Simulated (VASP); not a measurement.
# SiGe (P6_3/mmc) in VASP: settings compared, part 2 of 2

VASP 6.6.1. The steps go on from the part before.

### Step 4. Single point, r2SCAN+rVV10

This run uses another cell than the first one, of 20.73 Å³/atom.

POSCAR

```
SiGe
1.0
    4.1701027382      0.0000000000      0.0000000000
   -2.0850513691      3.6114149077      0.0000000000
    0.0000000000      0.0000000000      5.5052223675
Ge Si
2 2
Direct
    0.3333333333      0.6666666667      0.2500000000
    0.6666666667      0.3333333333      0.7500000000
    0.6666666667      0.3333333333      0.2500000000
    0.3333333333      0.6666666667      0.7500000000
```

INCAR.step1

```
PREC = Accurate
ENCUT = 550
ISMEAR = -1
SIGMA = 0.03
LREAL = False
LASPH = True
NELM = 120
NBANDS = 26
GGA = PE
ALGO = Normal
EDIFF = 1E-5
LWAVE = True
LCHARG = False
GGA_COMPAT = False
```

INCAR.step2

```
PREC = Accurate
ENCUT = 550
EDIFF = 1E-6
ISMEAR = -1
SIGMA = 0.03
LREAL = False
LASPH = True
NELM = 120
ALGO = Normal
ISIF = 2
LWAVE = False
LCHARG = False
METAGGA = R2SCAN
LMIXTAU = True
LUSE_VDW = True
IVDW_NL = 2
BPARAM = 11.95
CPARAM = 0.0093
NBANDS = 26
ISTART = 1
GGA_COMPAT = False
```

KPOINTS

```
Automatic mesh
0
Gamma
  12 12 6
```

Potentials or basis: VASP PAW PBE potentials, release 64 (Ge_d, Si).

Run with:

```
$ cat potpaw_PBE.64/Ge_d/POTCAR potpaw_PBE.64/Si/POTCAR > POTCAR
$ cp INCAR.step1 INCAR
$ mpirun -np 1 vasp_std > vasp.out
$ cp INCAR.step2 INCAR
$ mpirun -np 1 vasp_std > vasp.out
```

OUTCAR:

```text
PREC = Accurate
   ENCUT = 550
   EDIFF = 1E-6
   ISMEAR = -1
   LREAL = False
   LASPH = True
   NELM = 120
   ISIF = 2
   METAGGA = R2SCAN
   IVDW_NL = 2
   BPARAM = 11.95
   ISTART = 1

 ion  position               nearest neighbor table
   1  0.333  0.667  0.250-   3 2.41   3 2.41   3 2.41   4 2.75   4 2.75
   2  0.667  0.333  0.750-   4 2.41   4 2.41   4 2.41   3 2.75   3 2.75
   3  0.667  0.333  0.250-   1 2.41   1 2.41   1 2.41   2 2.75   2 2.75
   4  0.333  0.667  0.750-   2 2.41   2 2.41   2 2.41   1 2.75   1 2.75

  LATTYP: Found a hexagonal cell.
 ALAT       =     4.1701027382
 C/A-ratio  =     1.3201646849

  Lattice vectors:

 A1 = (   4.1701027382,   0.0000000000,   0.0000000000)
 A2 = (  -2.0850513691,   3.6114149077,   0.0000000000)
 A3 = (   0.0000000000,   0.0000000000,   5.5052223675)

Analysis of symmetry for initial positions (statically):
=====================================================================
 Subroutine PRICEL returns:
 Original cell was already a primitive cell.

 Routine SETGRP: Setting up the symmetry group for a
 hexagonal supercell.

 Subroutine GETGRP returns: Found 24 space group operations
 (whereof 12 operations were pure point group operations)
 out of a pool of 24 trial point group operations.

The static configuration has the point symmetry D_3d.
 The point group associated with its full space group is D_6h.

Analysis of symmetry for dynamics (positions and initial velocities):
=====================================================================
 Subroutine PRICEL returns:
 Original cell was already a primitive cell.

 Routine SETGRP: Setting up the symmetry group for a
 hexagonal supercell.

 Subroutine GETGRP returns: Found 24 space group operations
 (whereof 12 operations were pure point group operations)
 out of a pool of 24 trial point group operations.

The dynamic configuration has the point symmetry D_3d.
 The point group associated with its full space group is D_6h.

 Subroutine INISYM returns: Found 24 space group operations
 (whereof 12 operations are pure point group operations),
 and found     1 'primitive' translations

----------------------------------------------------------------------------------------

                                     Primitive cell

  volume of cell :      82.9085

  direct lattice vectors                    reciprocal lattice vectors
     4.170102738  0.000000000  0.000000000     0.239802245  0.138449891  0.000000000
    -2.085051369  3.611414908  0.000000000     0.000000000  0.276899782  0.000000000
     0.000000000  0.000000000  5.505222368     0.000000000  0.000000000  0.181645705

  length of vectors
     4.170102738  4.170102738  5.505222368     0.276899782  0.276899782  0.181645705

  position of ions in fractional coordinates (direct lattice)
     0.333333333  0.666666667  0.250000000
     0.666666667  0.333333333  0.750000000
     0.666666667  0.333333333  0.250000000
     0.333333333  0.666666667  0.750000000

  ion indices of the primitive-cell ions
   primitive index   ion index
                 1           1
                 2           2
                 3           3
[... 22 lines left out ...]

 Subroutine IBZKPT returns following result:
 ===========================================

 Found     76 irreducible k-points:

 Following reciprocal coordinates:
            Coordinates               Weight
  0.000000  0.000000  0.000000      1.000000
  0.083333  0.000000  0.000000      6.000000
  0.166667  0.000000  0.000000      6.000000
  0.250000  0.000000  0.000000      6.000000
  0.333333  0.000000  0.000000      6.000000
  0.416667  0.000000  0.000000      6.000000
[... 16 lines left out ...]
  0.250000  0.000000  0.166667     12.000000
  0.333333  0.000000  0.166667     12.000000
 [... further k-points ...]
   k-points           NKPTS =     76   k-points in BZ     NKDIM =     76   number of bands    NBANDS=     26
   number of dos      NEDOS =    301   number of ions     NIONS =      4
   total plane-waves  NPLWV =  43008
   dimension x,y,z NGX =    32 NGY =   32 NGZ =   42
   dimension x,y,z NGXF=    64 NGYF=   64 NGZF=   84
   ions per type =               2   2
   NGX,Y,Z   is equivalent  to a cutoff of  12.76, 12.76, 12.68 a.u.
   NGXF,Y,Z  is equivalent  to a cutoff of  25.51, 25.51, 25.37 a.u.
 SYSTEM =  unknown system
   PREC   = accura    normal or accurate (medium, high low for compatibility)
   ISTART =      1    job   : 0-new  1-cont  2-samecut
   ICHARG =      0    charge: 1-file 2-atom 10-const
   ISPIN  =      1    spin polarized calculation?
   LNONCOLLINEAR =      F non collinear calculations
   LSORBIT =      F    spin-orbit coupling
   LASPH  =      T    aspherical Exc in radial PAW
   ENCUT  =  550.0 eV  40.42 Ry    6.36 a.u.   7.97  7.97 10.53*2*pi/ulx,y,z
   NELM   =    120;   NELMIN=  2; NELMDL=  0     # of ELM steps
   EDIFF  = 0.1E-05   stopping-criterion for ELM
   LREAL  =      F    real-space projection
   EDIFFG = 0.1E-04   stopping-criterion for IOM
   NSW    =      0    number of steps for IOM
   IBRION =     -1    ionic relax: 0-MD 1-quasi-New 2-CG
   NFREE  =      0    steps in history (QN), initial steepest desc. (CG)
   ISIF   =      2    stress and relaxation
   ISYM   =      2    0-nonsym 1-usesym 2-fastsym
   POTIM  = 0.5000    time-step for ionic-motion
   TEBEG  =    0.0;   TEEND  =   0.0 temperature during run
   PSTRESS=    0.0 pullay stress
   NELECT =      36.0000    total number of electrons
   NUPDOWN=      -1.0000    fix difference up-down
   EMIN   =  10.00;   EMAX   =-10.00  energy-range for DOS
   EFERMI =   0.00;   METHOD = LEGACY
   ISMEAR =    -1;   SIGMA  =   0.03  broadening in eV -4-tet -1-fermi 0-gaus
   EFERMI_NEDOS =   21; number of points for ismear=-14 and -15
   IALGO  =     38    algorithm
   IMIX   =      4    mixing-type and parameters
     AMIX     =   0.40;   BMIX     =  1.00
     AMIX_MAG =   1.60;   BMIX_MAG =  1.00
  volume/ion in A,a.u.               =      20.73       139.87
  Fermi-wavevector in a.u.,A,eV,Ry     =   1.239679  2.342654 20.909496  1.536805
  Thomas-Fermi vector in A             =   2.374152
   LORBIT       =      0    0 simple, 1 ext, 2 COOP (PROOUT), +10 PAW based schemes
   METAGGA = R2SCAN    functional components
   LHFCALC =     F    Hartree Fock is set to
   AEXX    =    0.0000 exact exchange contribution
   IVDW_NL    =     2    kernel type
   BPARAM     =11.9500
   IVDW    =     0    specifies the selected vdW correction
   LEPSILON=     F    determine dielectric tensor
   LRPA    =     F    only Hartree local field effects (RPA)
 non-spin polarized calculation
  energy-cutoff  :      550.00
  volume of cell :       82.91
 maximum number of plane-waves:      2454
 NGX is ok and might be reduce to    32
   NGX = 15   NGY = 15   NGZ = 21

 number of electron      36.0000011 magnetization

 Free energy of the ion-electron system (eV)
  ---------------------------------------------------
  ext. energy  EPLUGINS =         0.00000000
  ---------------------------------------------------
  free energy    TOTEN  =       -42.46850992 eV

  energy without entropy =      -42.46314466  energy(sigma->0) =      -42.46582729

 E-fermi :   5.5155     XC(G=0): -10.6729

 val. band max:        5.4857755506   @ k =   0.3333   0.0833   0.3333
 cond. band min:       5.5309910344   @ k =   0.0833   0.0000   0.3333
 fundamental gap:      0.0452154838
 Fermi energy:         5.5154600062

 k-point     1 :       0.0000    0.0000    0.0000
  band No.  band energies     occupation
      1     -19.6449      2.00000
      2     -19.6312      2.00000
      3     -19.6045      2.00000
      4     -19.6045      2.00000
      5     -19.6044      2.00000
      6     -19.6044      2.00000
[... 685 lines left out ...]
     25      12.3122      0.00000
     26      13.1847      0.00000

 [... further k-points ...]

------------------------ aborting loop because EDIFF is reached ----------------------------------------

  FORCE on cell =-STRESS in cart. coord.  units (eV):
  Direction    XX          YY          ZZ          XY          YZ          ZX
  --------------------------------------------------------------------------------------
  -------------------------------------------------------------------------------------
  Total        0.2774025      0.2774025     -0.8506285      0.0000000     -0.0000000     -0.0000000
  in kB        5.3607052      5.3607052    -16.4380962      0.0000000     -0.0000000     -0.0000000
  external PRESSURE =      -1.9055619 kB  Pullay stress =       0.0000000 kB

 VOLUME and BASIS-vectors are now :
 -----------------------------------------------------------------------------
  energy-cutoff  :      550.00
  volume of cell :       82.91
      direct lattice vectors                 reciprocal lattice vectors
     4.170102738  0.000000000  0.000000000     0.239802245  0.138449891  0.000000000
    -2.085051369  3.611414908  0.000000000     0.000000000  0.276899782  0.000000000
     0.000000000  0.000000000  5.505222368     0.000000000  0.000000000  0.181645705

 POSITION                                       TOTAL-FORCE (eV/Angst)
 -----------------------------------------------------------------------------------
     -0.00000      2.40761      1.37631         0.000000      0.000000      0.000000
      2.08505      1.20380      4.12892        -0.000000     -0.000000      0.000000
      2.08505      1.20380      1.37631        -0.000000     -0.000000      0.000000
     -0.00000      2.40761      4.12892         0.000000      0.000000      0.000000
 -----------------------------------------------------------------------------------
    total drift:                                0.000000     -0.000000      0.000000

  FREE ENERGIE OF THE ION-ELECTRON SYSTEM (eV)
  ---------------------------------------------------
  free  energy   TOTEN  =       -42.4685099217 eV

  energy  without entropy=      -42.4631446583  energy(sigma->0) =      -42.46582729
```

Wall time 11 min (1 thread of Intel Xeon 8259CL, shared host); peak memory 0.47 GiB.

What came out:

```
Free energy            : -42.4685 eV
Pressure               : -0.2 GPa
Band gap on the k mesh : zero (bands 18 and 19 overlap by 2.29 eV)
```

Levels at points of the mesh, in eV from the Fermi level:
```csv
k point,band 15,band 16,band 17,band 18,band 19,band 20,band 21,band 22
"(0.00, 0.00, 0.00)",-2.85,-2.85,-0.32,-0.32,1.37,1.73,1.73,2.00
"(0.50, 0.00, 0.00)",-4.31,-4.18,-2.49,-1.54,-1.14,2.75,5.02,5.55
"(0.00, 0.00, 0.50)",-1.85,-1.85,-1.85,-1.85,-1.12,-1.12,2.80,2.80
"(0.50, 0.00, 0.50)",-3.16,-3.16,-0.19,-0.19,0.53,0.53,2.60,2.60
```

Caveat: the PAW data sets were made with another functional, which shifts forces and pressure a little.

### Step 5. The runs side by side

| task | level | cell | k mesh | cutoff (eV) | gap on the mesh (eV) | pressure (GPa) |
| --- | --- | --- | --- | --- | --- | --- |
| single point | PBEsol | a = 4.179, b = 4.179, c = 5.469 Å, angles 90.0, 90.0, 120.0°, 4 atoms | 6 × 6 × 4 | 500 | none | 0.0 |
| relaxation of cell and atoms | PBEsol | relaxed from a = 3.980, b = 3.980, c = 4.975 Å, angles 90.0, 90.0, 120.0°, 4 atoms | 6 × 6 × 4 | 500 | none | 0.0 |
| single point | r2SCAN+rVV10 | a = 4.170, b = 4.170, c = 5.505 Å, angles 90.0, 90.0, 120.0°, 4 atoms | 12 × 12 × 6 | 550 | none | -0.2 |

Alike in all rows: potentials or basis VASP PAW PBE potentials, release 64 (Ge_d, Si); no spin polarisation; smearing fermi-dirac 0.03 eV.

Caveats: the PAW data sets were made with another functional, which shifts forces and pressure a little; the volume moved by over 15 % at a fixed basis, so the end points are rough (at least some runs).

Absolute energies hang on the potentials; compare differences alone.
